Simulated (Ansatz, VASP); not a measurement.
**One calculation of Hg, two programs**

File INCAR:

```
PREC     = Accurate       # precision mode
ENCUT    = 520            # plane-wave cutoff, eV
EDIFF    = 1E-6           # SCF threshold, eV
ISMEAR   = -1             # smearing method
SIGMA    = 0.03           # smearing width, eV
LREAL    = False          # projectors in reciprocal space
LASPH    = True           # aspherical terms in the spheres
NELM     = 80             # most SCF steps
ALGO     = Normal         # electronic algorithm
ISIF     = 2              # what is computed and relaxed
LWAVE    = False          # write WAVECAR
LCHARG   = True           # write CHGCAR
GGA      = CA             # functional
LELF     = True           # ELF
LVHAR    = True         
NBANDS   = 12             # bands
```

KPOINTS

```
Automatic mesh
0
Gamma
  12 12 12
```

File POSCAR:

```
Hg
1.0
    1.7242144574      0.9954756811      2.2265283723
   -1.7242144574      0.9954756811      2.2265283723
    0.0000000000     -1.9909513622      2.2265283723
Hg
1
Direct
    0.0000000000      0.0000000000      0.0000000000
```

Input for Ansatz:

```yaml
crystal:
  lattice:
    - [1.7242144574, 0.9954756811, 2.2265283723]
    - [-1.7242144574, 0.9954756811, 2.2265283723]
    - [0.0, -1.9909513622, 2.2265283723]
  atoms:
    - { symbol: Hg, position: [0.0, 0.0, 0.0] }
kpoints:
  mp_grid: { grid: [12, 12, 12] }
  band_path:
    path:
      - [0.0, 0.0, 0.0]
      - [0.5, 0.5, 0.5]
      - [0.7000691066, 0.2999308934, 0.5]
      - [0.5, -0.2999308934, 0.2999308934]
      - [0.5, 0.0, 0.0]
      - [0.0, 0.0, 0.0]
      - [0.3999654467, -0.3999654467, 0.0]
      - [0.6000345533, 0.0, 0.3999654467]
      - [0.5, 0.0, 0.5]
    npoints: 5
scf:
  occupations: { method: fermi_dirac, width: 0.03 }
hamiltonian:
  xc: lda
  pseudopotentials: { kind: all_electron, lapw: { basis_error: 0.0005 } }
output:
  forces: true
  stress: true
  eigenvalues: true
```

Change from the starting cell: volume scaled by 0.99.

Alike in both runs: task single point; functional LDA; k mesh 12 × 12 × 12; occupations fermi-dirac, width 0.03 eV; no spin polarisation.

```csv
,VASP,Ansatz
version,VASP 6.6.1,Ansatz 0.2.0
potentials or method,"VASP PAW LDA potentials, release 64 (Hg), cutoff 520 eV","all-electron LAPW, scalar-relativistic"
```

Ansatz gave:

| Property | Result |
| --- | --- |
| pressure (GPa) | -1.2 |
| traceless stress, the component that is largest in VASP (GPa) | -0.74 |

Problem. Estimate VASP's values.

Solution. Pressure (GPa): -0.6; traceless stress, the component that is largest in VASP (GPa): -0.39.

LDA's correlation is that of Perdew and Zunger in VASP and of Perdew and Wang (1992) in Ansatz. Ansatz ran all-electron here, and VASP with PAW potentials.

Neither program's run includes spin-orbit coupling.
